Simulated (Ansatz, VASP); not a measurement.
## Two plane-wave programs on Fe

The input INCAR:

```
ALGO     = Normal         # electronic algorithm
EDIFF    = 1E-6           # SCF threshold, eV
EDIFFG   = -0.01          # ionic threshold
ENCUT    = 600            # plane-wave cutoff, eV
IBRION   = 2              # ionic algorithm
ISIF     = 3              # what is computed and relaxed
ISMEAR   = -1             # smearing method
ISPIN    = 2              # spin polarisation
LASPH    = T              # aspherical terms in the spheres
LCHARG   = F              # write CHGCAR
LMAXMIX  = 4              # l up to which the mixer works
LORBIT   = 11             # projections on sites
LREAL    = F              # projectors in reciprocal space
LWAVE    = F              # write WAVECAR
MAGMOM   = 3              # initial moments
NELM     = 150            # most SCF steps
NSW      = 60             # ionic steps
PREC     = Accurate       # precision mode
SIGMA    = 0.05           # smearing width, eV
```

The input KPOINTS:

```
k-points
0
Gamma
  13 13 13
```

Contents of POSCAR:

```
Fe
1.0
    0.0000000000      1.9417396906      1.9651051623
    1.4984397099      0.0000000000      1.9651051623
    1.4984397099      1.9417396906      0.0000000000
Fe
1
Direct
    0.0000000000      0.0000000000      0.0000000000
```

input.yaml

```yaml
crystal:
  lattice:
    - [0.0, 1.9417396906, 1.9651051623]
    - [1.4984397099, 0.0, 1.9651051623]
    - [1.4984397099, 1.9417396906, 0.0]
  atoms:
    - { symbol: Fe, position: [0.0, 0.0, 0.0], spin: 3.0 }
hamiltonian:
  xc: lda
  pseudopotentials: { kind: paw }
magnetization:
  spin_polarized: true
kpoints:
  mp_grid: { grid: [13, 13, 13] }
scf:
  occupations: { method: fermi_dirac, width: 0.05 }
output:
  forces: true
  stress: true
  eigenvalues: true
  write_density: true
  write_potential: true
  elf: true
  volumetric_format: npy
relax:
  f_tol: 0.01
  max_steps: 40
  cell: { stress_tol: 0.05 }
```

Alike in both runs: task relaxation of cell and atoms; functional LDA; k mesh 13 × 13 × 13; occupations fermi-dirac, width 0.05 eV; collinear spin.

|  | VASP | Ansatz |
| --- | --- | --- |
| version | VASP 6.6.1 | Ansatz 0.2.0 |
| potentials or method | VASP PAW LDA potentials, release 64 (Fe) | Ansatz PAW |
| plane-wave cutoff (eV) | 600 | 420 |
| valence electrons in the cell | 8 | 16 |

|  | VASP | Ansatz | Ansatz less VASP |
| --- | --- | --- | --- |
| gap on the k mesh at the Fermi level, each at its own relaxed structure (eV) | none | none | - |
| net moment per atom (μB) | 1.98 | 2.00 | +0.019 |
| size of the moment on the site where the two differ most (μB) | 1.95 | 2.00 | +0.054 |
| relaxed volume (Å³/atom) | 10.38 | 10.41 | +0.027 |
| relaxed length of the cell vector where the two differ most in proportion (Å) | 2.380 | 2.382 | +0.0024 |

LDA's correlation is that of Perdew and Zunger in VASP and of Perdew and Wang (1992) in Ansatz. Site moments also hang on the region over which each program counts them. A gap of «none» marks a metal or a gap that the smearing closes. VASP's potentials hold 8 valence electrons a cell and Ansatz's 16, so a difference there can come from the potentials and not from the codes.

Noted on Ansatz's run: the plane-wave basis is chosen anew once the cell has moved, so the energies of steps on either side of that aren't comparable.
